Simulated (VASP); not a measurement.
Here is a VASP 6.6.1 calculation.

The input INCAR:

```
  PREC = Accurate
  ENCUT = 700
  EDIFF = 1E-6
  ISMEAR = 0
  SIGMA = 0.05
  LREAL = False
  LASPH = True
  NELM = 200
  ALGO = Normal
  ISIF = 2
  LWAVE = False
  LCHARG = False
  ISPIN = 2
  MAGMOM = 3 3 0 0 0 0
  LORBIT = 11
  LMAXMIX = 4
  LDAU = True
  LDAUTYPE = 2
  LDAUL = 2 -1
  LDAUU = 3.9 0
  LDAUJ = 0 0
  LDAUPRINT = 1
  GGA = PE
  NBANDS = 40
  GGA_COMPAT = False
```

File KPOINTS:

```
regular mesh
0
Gamma
  3 3 5
```

File POSCAR:

```
MnO2
1.0
    4.3983000000      0.0000000000      0.0000000000
    0.0000000000      4.3983000000      0.0000000000
    0.0000000000      0.0000000000      2.8730000000
Mn O
2 4
Direct
    0.0000000000      0.0000000000      0.0000000000
    0.5000000000      0.5000000000      0.5000000000
    0.3051500000      0.3051500000      0.0000000000
    0.1948500000      0.8051500000      0.5000000000
    0.6948500000      0.6948500000      0.0000000000
    0.8051500000      0.1948500000      0.5000000000
```

Potentials or basis: VASP PAW PBE potentials, release 64 (Mn_sv, O).

Launch:

```console
$ cat potpaw_PBE.64/Mn_sv/POTCAR potpaw_PBE.64/O/POTCAR > POTCAR
$ mpirun -np 1 vasp_std > vasp.out
```

Q: What does it give for the pressure?

A: 9.3 GPa.

Q: What does it give for the net moment?

A: 6.04 μB per cell.

Stress tensor (GPa, compression positive):
```
 8.25  0.00  0.00
 0.00  8.25  0.00
 0.00  0.00 11.26
```

Caveat: the k points lie up to 0.48 Å⁻¹ apart. The state reached can hang on the start; a lower one may exist.
